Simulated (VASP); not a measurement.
# Ru (P6_3/mmc) in VASP: notebook

The runs below take Ru through single point, with PBE.

All numbers are computed with VASP 6.6.1; they aren't measurements. Logs are shortened: lines on timing, memory, paths and dates and some standing lists are left out, and cuts for length are marked.

## (1) The cell of the first run

Symmetry: P6_3/mmc, No. 194, hexagonal system. Conventional cell: a = 2.871 Å, b = 2.871 Å, c = 3.856 Å, α = 90.00°, β = 90.00°, γ = 120.00°. Ru (site symmetry -6m2) has 12 Ru at 2.54 to 2.87 Å within 3.4 Å.

## (2) Single point, PBE

Contents of INCAR:

```
SYSTEM = Ru
PREC = Accurate
ENCUT = 520
EDIFF = 1E-6
ISMEAR = 0
SIGMA = 0.15
LREAL = .False.
LASPH = .True.
NELM = 100
ALGO = Fast
ISIF = 2
LWAVE = .False.
LCHARG = .False.
GGA = PE
NBANDS = 21
```

Contents of KPOINTS:

```
Automatic mesh
0
Gamma
  30 30 16
  0 0 0
```

Contents of POSCAR:

```
Ru
1.0
    2.8714412497      0.0000000000      0.0000000000
   -1.4357206248      2.4867410677      0.0000000000
    0.0000000000      0.0000000000      3.8555648007
Ru
2
Direct
    0.3333333333      0.6666666667      0.2500000000
    0.6666666667      0.3333333333      0.7500000000
```

Potentials or basis: VASP PAW PBE potentials, release 64 (Ru_pv).

The run is started by

```sh
> cat potpaw_PBE.64/Ru_pv/POTCAR > POTCAR
> mpirun -np 1 vasp_std > vasp.out
```

OUTCAR:

```text
SYSTEM = Ru
   PREC = Accurate
   ENCUT = 520
   EDIFF = 1E-6
   ISMEAR = 0
   LREAL = .False.
   LASPH = .True.
   NELM = 100
   ISIF = 2
   GGA = PE

 ion  position               nearest neighbor table
   1  0.333  0.667  0.250-   2 2.54   2 2.54   2 2.54   2 2.54   2 2.54   2 2.54
   2  0.667  0.333  0.750-   1 2.54   1 2.54   1 2.54   1 2.54   1 2.54   1 2.54

  LATTYP: Found a hexagonal cell.
 ALAT       =     2.8714412497
 C/A-ratio  =     1.3427280816

  Lattice vectors:

 A1 = (   2.8714412497,   0.0000000000,   0.0000000000)
 A2 = (  -1.4357206248,   2.4867410677,   0.0000000000)
 A3 = (   0.0000000000,   0.0000000000,   3.8555648007)

Analysis of symmetry for initial positions (statically):
=====================================================================
 Subroutine PRICEL returns:
 Original cell was already a primitive cell.

 Routine SETGRP: Setting up the symmetry group for a
 hexagonal supercell.

 Subroutine GETGRP returns: Found 24 space group operations
 (whereof 12 operations were pure point group operations)
 out of a pool of 24 trial point group operations.

The static configuration has the point symmetry D_3d.
 The point group associated with its full space group is D_6h.

Analysis of symmetry for dynamics (positions and initial velocities):
=====================================================================
 Subroutine PRICEL returns:
 Original cell was already a primitive cell.

 Routine SETGRP: Setting up the symmetry group for a
 hexagonal supercell.

 Subroutine GETGRP returns: Found 24 space group operations
 (whereof 12 operations were pure point group operations)
 out of a pool of 24 trial point group operations.

The dynamic configuration has the point symmetry D_3d.
 The point group associated with its full space group is D_6h.

 Subroutine INISYM returns: Found 24 space group operations
 (whereof 12 operations are pure point group operations),
 and found     1 'primitive' translations

----------------------------------------------------------------------------------------

                                     Primitive cell

  volume of cell :      27.5308

  direct lattice vectors                    reciprocal lattice vectors
     2.871441250  0.000000000  0.000000000     0.348257169  0.201066370  0.000000000
    -1.435720625  2.486741068  0.000000000     0.000000000  0.402132740  0.000000000
     0.000000000  0.000000000  3.855564801     0.000000000  0.000000000  0.259365372

  length of vectors
     2.871441250  2.871441250  3.855564801     0.402132740  0.402132740  0.259365372

  position of ions in fractional coordinates (direct lattice)
     0.333333333  0.666666667  0.250000000
     0.666666667  0.333333333  0.750000000

  ion indices of the primitive-cell ions
   primitive index   ion index
                 1           1
                 2           2

----------------------------------------------------------------------------------------

 KPOINTS: Automatic mesh

Automatic generation of k-mesh.
 Grid dimensions read from file:
 generate k-points for:   30   30   16

 Generating k-lattice:

  Cartesian coordinates                     Fractional coordinates (reciprocal lattice)
     0.011608572  0.006702212  0.000000000     0.033333333  0.000000000  0.000000000
     0.000000000  0.013404425  0.000000000     0.000000000  0.033333333  0.000000000
     0.000000000  0.000000000  0.016210336     0.000000000  0.000000000  0.062500000

  Length of vectors
     0.013404425  0.013404425  0.016210336

  Shift w.r.t. Gamma in fractional coordinates (k-lattice)
     0.000000000  0.000000000  0.000000000

 Subroutine IBZKPT returns following result:
 ===========================================

 Found    819 irreducible k-points:

 Following reciprocal coordinates:
            Coordinates               Weight
  0.000000  0.000000  0.000000      1.000000
  0.033333 -0.000000  0.000000      6.000000
  0.066667 -0.000000  0.000000      6.000000
  0.100000  0.000000  0.000000      6.000000
  0.133333 -0.000000  0.000000      6.000000
  0.166667 -0.000000  0.000000      6.000000
[... 16 lines left out ...]
  0.233333  0.033333  0.000000     12.000000
  0.266667  0.033333  0.000000     12.000000
 [... further k-points ...]
   k-points           NKPTS =    819   k-points in BZ     NKDIM =    819   number of bands    NBANDS=     21
   number of dos      NEDOS =    301   number of ions     NIONS =      2
   total plane-waves  NPLWV =  17280
   dimension x,y,z NGX =    24 NGY =   24 NGZ =   30
   dimension x,y,z NGXF=    48 NGYF=   48 NGZF=   60
   ions per type =               2
   NGX,Y,Z   is equivalent  to a cutoff of  13.90, 13.90, 12.94 a.u.
   NGXF,Y,Z  is equivalent  to a cutoff of  27.79, 27.79, 25.87 a.u.
 SYSTEM =  Ru
   PREC   = accura    normal or accurate (medium, high low for compatibility)
   ISTART =      0    job   : 0-new  1-cont  2-samecut
   ICHARG =      2    charge: 1-file 2-atom 10-const
   ISPIN  =      1    spin polarized calculation?
   LNONCOLLINEAR =      F non collinear calculations
   LSORBIT =      F    spin-orbit coupling
   LASPH  =      T    aspherical Exc in radial PAW
   ENCUT  =  520.0 eV  38.22 Ry    6.18 a.u.   5.34  5.34  7.17*2*pi/ulx,y,z
   NELM   =    100;   NELMIN=  2; NELMDL= -5     # of ELM steps
   EDIFF  = 0.1E-05   stopping-criterion for ELM
   LREAL  =      F    real-space projection
[... 7 lines left out ...]
   TEBEG  =    0.0;   TEEND  =   0.0 temperature during run
   PSTRESS=    0.0 pullay stress
   NELECT =      28.0000    total number of electrons
   NUPDOWN=      -1.0000    fix difference up-down
   EMIN   =  10.00;   EMAX   =-10.00  energy-range for DOS
   EFERMI =   0.00;   METHOD = LEGACY
   ISMEAR =     0;   SIGMA  =   0.15  broadening in eV -4-tet -1-fermi 0-gaus
   EFERMI_NEDOS =   21; number of points for ismear=-14 and -15
   IALGO  =     68    algorithm
   IMIX   =      4    mixing-type and parameters
     AMIX     =   0.40;   BMIX     =  1.00
     AMIX_MAG =   1.60;   BMIX_MAG =  1.00
  volume/ion in A,a.u.               =      13.77        92.89
  Fermi-wavevector in a.u.,A,eV,Ry     =   1.646347  3.111144 36.878020  2.710458
  Thomas-Fermi vector in A             =   2.735990
   LORBIT       =      0    0 simple, 1 ext, 2 COOP (PROOUT), +10 PAW based schemes
   GGA     = PE    functional components
   LHFCALC =     F    Hartree Fock is set to
   AEXX    =    0.0000 exact exchange contribution
   IVDW    =     0    specifies the selected vdW correction
   LEPSILON=     F    determine dielectric tensor
   LRPA    =     F    only Hartree local field effects (RPA)
 non-spin polarized calculation
 RMM-DIIS sequential band-by-band and
 Gauss-broadening in eV      SIGMA  =   0.15
  energy-cutoff  :      520.00
  volume of cell :       27.53
 maximum number of plane-waves:       764
 NGX is ok and might be reduce to    24

 number of electron      28.0000013 magnetization

 Free energy of the ion-electron system (eV)
  ---------------------------------------------------
  ext. energy  EPLUGINS =         0.00000000
  ---------------------------------------------------
  free energy    TOTEN  =       -17.89190517 eV

  energy without entropy =      -17.87208957  energy(sigma->0) =      -17.88199737

 E-fermi :  12.6822     XC(G=0): -13.9999

 val. band max:       12.6818299627   @ k =   0.1000   0.0667   0.3125
 cond. band min:      12.6846552914   @ k =   0.1667   0.0667   0.0625
 fundamental gap:      0.0028253287
 Fermi energy:        12.6822474412

 k-point     1 :       0.0000    0.0000    0.0000
  band No.  band energies     occupation
      1     -31.2004      2.00000
      2     -30.2779      2.00000
      3     -30.2779      2.00000
      4     -29.9266      2.00000
      5     -29.9266      2.00000
      6     -29.7724      2.00000
[... 13 lines left out ...]
     20      25.0180      0.00000
     21      26.8880      0.00000

 k-point     2 :       0.0333   -0.0000    0.0000
  band No.  band energies     occupation
      1     -31.1966      2.00000
      2     -30.2822      2.00000
      3     -30.2803      2.00000
      4     -29.9318      2.00000
      5     -29.9265      2.00000
      6     -29.7755      2.00000
[... 13 lines left out ...]
     20      23.1339      0.00000
     21      25.0281      0.00000

 k-point     3 :       0.0667   -0.0000    0.0000
  band No.  band energies     occupation
      1     -31.1851      2.00000
      2     -30.2947      2.00000
      3     -30.2873      2.00000
      4     -29.9469      2.00000
      5     -29.9260      2.00000
      6     -29.7848      2.00000
[... 13 lines left out ...]
     20      23.1324      0.00000
     21      25.0279      0.00000

 k-point     4 :       0.1000    0.0000    0.0000
  band No.  band energies     occupation
      1     -31.1661      2.00000
      2     -30.3149      2.00000
      3     -30.2983      2.00000
      4     -29.9711      2.00000
      5     -29.9254      2.00000
      6     -29.8001      2.00000
[... 13 lines left out ...]
     20      23.1324      0.00000
     21      25.0215      0.00000

 k-point     5 :       0.1333   -0.0000    0.0000
  band No.  band energies     occupation
      1     -31.1401      2.00000
      2     -30.3422      2.00000
      3     -30.3128      2.00000
      4     -30.0033      2.00000
      5     -29.9248      2.00000
      6     -29.8214      2.00000
[... 13 lines left out ...]
     20      24.9987      0.00000
     21      27.5137      0.00000

 k-point     6 :       0.1667   -0.0000    0.0000
  band No.  band energies     occupation
      1     -31.1074      2.00000
      2     -30.3753      2.00000
      3     -30.3300      2.00000
      4     -30.0417      2.00000
      5     -29.9246      2.00000
      6     -29.8482      2.00000
[... 13 lines left out ...]
     20      23.1323      0.00000
     21      24.9647      0.00000

 k-point     7 :       0.2000    0.0000    0.0000
  band No.  band energies     occupation
      1     -31.0686      2.00000
      2     -30.4130      2.00000
      3     -30.3488      2.00000
      4     -30.0844      2.00000
      5     -29.9247      2.00000
      6     -29.8804      2.00000
[... 13 lines left out ...]
     20      23.1323      0.00000
     21      24.9061      0.00000
[... 291 lines left out ...]
      1     -31.1218      2.00000
      2     -30.3590      2.00000
      3     -30.3248      2.00000
      4     -30.0236      2.00000
      5     -29.9257      2.00000
      6     -29.8364      2.00000
[... 13 lines left out ...]
     20      23.1326      0.00000
     21      24.9836      0.00000

 k-point    21 :       0.1667    0.0333    0.0000
  band No.  band energies     occupation
      1     -31.0860      2.00000
      2     -30.3940      2.00000
      3     -30.3435      2.00000
      4     -30.0635      2.00000
      5     -29.9261      2.00000
      6     -29.8659      2.00000
[... 13 lines left out ...]
     20      23.1323      0.00000
     21      24.9357      0.00000

 k-point    22 :       0.2000    0.0333    0.0000
  band No.  band energies     occupation
      1     -31.0446      2.00000
      2     -30.4330      2.00000
      3     -30.3632      2.00000
      4     -30.1066      2.00000
      5     -29.9268      2.00000
      6     -29.9005      2.00000
[... 13 lines left out ...]
     20      23.1323      0.00000
     21      24.8673      0.00000

 k-point    23 :       0.2333    0.0333    0.0000
  band No.  band energies     occupation
      1     -30.9983      2.00000
      2     -30.4743      2.00000
      3     -30.3832      2.00000
      4     -30.1510      2.00000
      5     -29.9395      2.00000
      6     -29.9279      2.00000
[... 13 lines left out ...]
     20      24.7694      0.00000
     21      25.2634      0.00000

 k-point    24 :       0.2667    0.0333    0.0000
  band No.  band energies     occupation
      1     -30.9483      2.00000
      2     -30.5161      2.00000
      3     -30.4024      2.00000
      4     -30.1948      2.00000
      5     -29.9824      2.00000
      6     -29.9294      2.00000
[... 13 lines left out ...]
     20      24.0985      0.00000
     21      24.6953      0.00000

 [... further k-points ...]

------------------------ aborting loop because EDIFF is reached ----------------------------------------

  FORCE on cell =-STRESS in cart. coord.  units (eV):
  Direction    XX          YY          ZZ          XY          YZ          ZX
  --------------------------------------------------------------------------------------
  -------------------------------------------------------------------------------------
  Total       -1.4383689     -1.4383689      8.2851997     -0.0000000      0.0000000      0.0000000
  in kB      -83.7071093    -83.7071093    482.1643030     -0.0000000      0.0000000      0.0000000
  external PRESSURE =     104.9166948 kB  Pullay stress =       0.0000000 kB

 VOLUME and BASIS-vectors are now :
 -----------------------------------------------------------------------------
  energy-cutoff  :      520.00
  volume of cell :       27.53
      direct lattice vectors                 reciprocal lattice vectors
     2.871441250  0.000000000  0.000000000     0.348257169  0.201066370  0.000000000
    -1.435720625  2.486741068  0.000000000     0.000000000  0.402132740  0.000000000
     0.000000000  0.000000000  3.855564801     0.000000000  0.000000000  0.259365372

 POSITION                                       TOTAL-FORCE (eV/Angst)
 -----------------------------------------------------------------------------------
     -0.00000      1.65783      0.96389         0.000000     -0.000000      0.000000
      1.43572      0.82891      2.89167        -0.000000      0.000000      0.000000
 -----------------------------------------------------------------------------------
    total drift:                               -0.000000      0.000000     -0.000000

  FREE ENERGIE OF THE ION-ELECTRON SYSTEM (eV)
  ---------------------------------------------------
  free  energy   TOTEN  =       -17.8919051661 eV

  energy  without entropy=      -17.8720895671  energy(sigma->0) =      -17.88199737
```

Run time: 3.3 min. Hardware: 1 thread of Intel Xeon 6975P-C (Granite Rapids), shared host; peak memory 0.45 GiB.

What came out:

```
Free energy            : -17.8919 eV
Pressure               : 10.5 GPa
Band gap on the k mesh : zero (band 14 reaches 14.04 eV, above the bottom of band 15 at 11.41 eV)
```

Stress tensor (GPa, compression positive):
```
-8.37  0.00  0.00
 0.00 -8.37  0.00
 0.00  0.00 48.22
```

Levels at points of the mesh, in eV from the Fermi level:
| k point | band 12 | band 13 | band 14 | band 15 | band 16 | band 17 |
| --- | --- | --- | --- | --- | --- | --- |
| (0.00, 0.00, 0.00) | -2.60 | -1.77 | -1.77 | -0.97 | 1.12 | 1.12 |
| (0.50, 0.00, 0.00) | -1.17 | -0.62 | 0.33 | 1.21 | 2.48 | 3.33 |
| (0.00, 0.00, 0.50) | -3.54 | -1.79 | -1.79 | 0.85 | 0.85 | 0.85 |
| (0.50, 0.00, 0.50) | -1.74 | 0.21 | 0.21 | 0.96 | 0.96 | 2.98 |

## (3) Single point, PBE

This run uses another cell than the first one, of the same volume but with other edges.

Contents of INCAR:

```
ALGO = Fast
EDIFF = 1E-6
ENCUT = 520
GGA = PE
ISIF = 2
ISMEAR = 0
LASPH = True
LCHARG = False
LREAL = False
LWAVE = False
NBANDS = 21
NELM = 80
PREC = Accurate
SIGMA = 0.15
```

Contents of KPOINTS:

```
k-points
0
Gamma
  30 30 16
```

Contents of POSCAR:

```
Ru
1.0
    2.5596416099      0.0000000000      0.0000000000
   -1.2798208049      2.2167146587      0.0000000000
    0.0000000000      0.0000000000      4.8520978849
Ru
2
Direct
    0.3333333333      0.6666666667      0.2500000000
    0.6666666667      0.3333333333      0.7500000000
```

Potentials or basis: VASP PAW PBE potentials, release 64 (Ru_pv).

The run is started by

```sh
> cat potpaw_PBE.64/Ru_pv/POTCAR > POTCAR
> mpirun -np 1 vasp_std > vasp.out
```

Wall time 3.8 min (1 thread of Intel Xeon 6975P-C (Granite Rapids), shared host); peak memory 0.44 GiB.

Results (log left out):

```
Free energy            : -17.6381 eV
Pressure               : 11.1 GPa
Band gap on the k mesh : zero (band 14 reaches 13.96 eV, above the bottom of band 15 at 11.61 eV)
```

Stress tensor (GPa, compression positive):
```
 35.40   0.00   0.00
  0.00  35.40   0.00
  0.00   0.00 -37.57
```

Levels at points of the mesh, in eV from the Fermi level:
```csv
k point,band 10,band 11,band 12,band 13,band 14,band 15,band 16,band 17,band 18,band 19
"(0.00, 0.00, 0.00)",-2.48,-2.48,-2.16,-2.16,-0.50,-0.04,-0.04,1.28,1.28,7.53
"(0.50, 0.00, 0.00)",-3.11,-2.07,-1.67,-1.10,1.20,2.51,2.65,4.29,6.39,9.97
"(0.00, 0.00, 0.50)",-3.60,-2.41,-2.41,-2.41,-2.41,0.74,0.74,0.74,0.74,10.54
"(0.50, 0.00, 0.50)",-5.03,-0.42,-0.42,0.41,0.41,2.58,2.58,3.43,3.43,10.53
```

(Continued in part 2 of 2.)
